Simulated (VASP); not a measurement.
Input of a VASP 6.6.1 run:

INCAR

```
ALGO = Normal
EDIFF = 1E-8
ENCUT = 520
GGA = CA
ISIF = 2
ISMEAR = -1
LASPH = True
LCHARG = False
LEFG = True
LREAL = False
LWAVE = False
NBANDS = 29
NELM = 80
PREC = Accurate
SIGMA = 0.05
```

The input KPOINTS:

```
k-points
0
Gamma
  11 11 11
```

Contents of POSCAR:

```
TiPd3
1.0
    3.8200000000     -0.0382000000     -0.0382000000
   -0.0382000000      3.8200000000     -0.0382000000
   -0.0382000000     -0.0382000000      3.8200000000
Ti Pd
1 3
Direct
    0.0000000000      0.0000000000      0.0000000000
    0.0000000000      0.5000000000      0.5000000000
    0.5000000000      0.0000000000      0.5000000000
    0.5000000000      0.5000000000      0.0000000000
```

Potentials or basis: VASP PAW LDA potentials, release 64 (Ti_sv, Pd).

Launch:

```console
$ cat potpaw_LDA.64/Ti_sv/POTCAR potpaw_LDA.64/Pd/POTCAR > POTCAR
$ mpirun -np 1 vasp_std > vasp.out
```

Question: Estimate the band gap on the k mesh.

Answer: Zero (band 21 reaches 12.79 eV, above the bottom of band 22 at 11.40 eV).

Question: What does it give for the pressure?

Answer: 3.1 GPa.

Electric field gradients, principal values (V/Å²):
```
atom   least  middle  greatest (by size)
1 Ti   1.792   1.792              -3.584
2 Pd  26.645  38.485             -65.130
3 Pd  26.645  38.485             -65.130
4 Pd  26.645  38.485             -65.130
```

Caveat: the cell differs from its parent crystal (equal xy, yz and zx shear strains of -2 %); without QUAD_EFG the Cq values of the log hold for a quadrupole moment of 1 mb, not for the nuclei.
